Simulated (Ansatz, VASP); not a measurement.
# One calculation of BaTlN, two programs

```xyz
3
Lattice="3.7591 0.0000 0.0000 0.0000 3.7591 0.0000 0.0000 0.0000 5.7772" Properties=species:S:1:pos:R:3 pbc="T T T"
Ba    1.8796    1.8796    0.0000
Tl    0.0000    0.0000    2.8886
N     0.0000    0.0000    0.0000
```

Alike in both runs: functional PBE; k mesh 4 × 4 × 3; occupations gaussian, width 0.15 eV; no spin polarisation.

Ansatz relaxed the structure, and its values are those at the end. VASP's run is a single point on that final structure, the one shown.

```csv
,VASP,Ansatz
version,VASP 6.6.1,Ansatz 0.2.0
potentials or method,"VASP PAW PBE potentials, release 64 (Ba_sv, Tl_d, N), cutoff 600 eV","scalar-relativistic, plane waves, PAW"
valence electrons in the cell,28,28
```

|  | VASP | Ansatz | Ansatz less VASP |
| --- | --- | --- | --- |
| gap on the k mesh at the Fermi level (eV) | none | none | - |
| pressure (GPa) | 0.8 | -0.2 | -0.96 |

A gap of «none» marks a metal or a gap that the smearing closes.

The k mesh is coarse, so the values compare programs but aren't converged. Neither program's run includes spin-orbit coupling.
